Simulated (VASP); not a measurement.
Ru2C: single point with PBE

The system is Ru2C.

```
CELL_PARAMETERS angstrom
0.00000 2.59921 2.59921
2.59921 0.00000 2.59921
2.59921 2.59921 0.00000
ATOMIC_POSITIONS crystal
Ru 0.25000 0.25000 0.25000
Ru 0.75000 0.75000 0.75000
C 0.00000 0.00000 0.00000
```

- Program: VASP 6.6.1
- Task: single point
- Functional: PBE
- Potentials or basis: VASP PAW PBE potentials, release 64 (Ru_pv, C)
- Cutoff: 520 eV
- k mesh: 6 × 6 × 6
- Occupations: gaussian, width 0.1 eV
- Spin: no spin polarisation
- Dipole correction: no
- Further INCAR settings: ALGO = Normal; EDIFF = 1e-06; NBANDS = 23

```json
{
  "Pressure": "-0.1 GPa",
  "Band gap on the k mesh": "zero (band 16 reaches 13.08 eV, above the bottom of band 17 at 9.93 eV)"
}
```

Levels at points of the mesh, in eV from the Fermi level:
| k point | band 13 | band 14 | band 15 | band 16 | band 17 | band 18 |
| --- | --- | --- | --- | --- | --- | --- |
| (0.00, 0.00, 0.00) | 0.59 | 0.82 | 0.82 | 0.82 | 2.80 | 2.80 |
| (0.50, 0.00, 0.00) | -2.14 | -1.73 | -1.73 | -1.62 | -1.62 | -0.11 |
| (0.50, 0.50, 0.00) | -3.87 | -1.13 | -1.13 | 0.15 | 0.15 | 1.10 |

Wall time 15 s on 1 thread of Intel Xeon 6975P-C, with other jobs on the host, peak memory 0.16 GiB.
